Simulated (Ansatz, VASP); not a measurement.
# CaSe in VASP and in Ansatz

```
CELL_PARAMETERS angstrom
3.63862 0.03473 0.03473
0.03473 3.63862 0.03473
0.03473 0.03473 3.63862
ATOMIC_POSITIONS crystal
Ca 0.00000 0.00000 0.00000
Se 0.50000 0.50000 0.50000
```

Change from the starting cell: epitaxial_111 strain -0.9%.

Alike in both runs: task single point; functional r2SCAN; k mesh 8 × 8 × 8; no spin polarisation.

```csv
,VASP,Ansatz
version,VASP 6.6.1,Ansatz 0.2.0
potentials or method,"VASP PAW PBE potentials, release 64 (Ca_sv, Se)","plane waves, PAW"
plane-wave cutoff (eV),520,500
occupations,"gaussian, width 0.01 eV",fixed
valence electrons in the cell,16,26
```

|  | VASP | Ansatz | Ansatz less VASP |
| --- | --- | --- | --- |
| gap on the k mesh at the Fermi level (eV) | 1.26 | 1.25 | -0.008 |
| pressure (GPa) | 0.1 | -0.2 | -0.23 |
| traceless stress, the component that is largest in VASP (GPa) | 0.06 | 0.08 | +0.013 |

VASP's potentials were made for PBE, not for r2SCAN. VASP's potentials hold 16 valence electrons a cell and Ansatz's 26, so a difference there can come from the potentials and not from the codes.
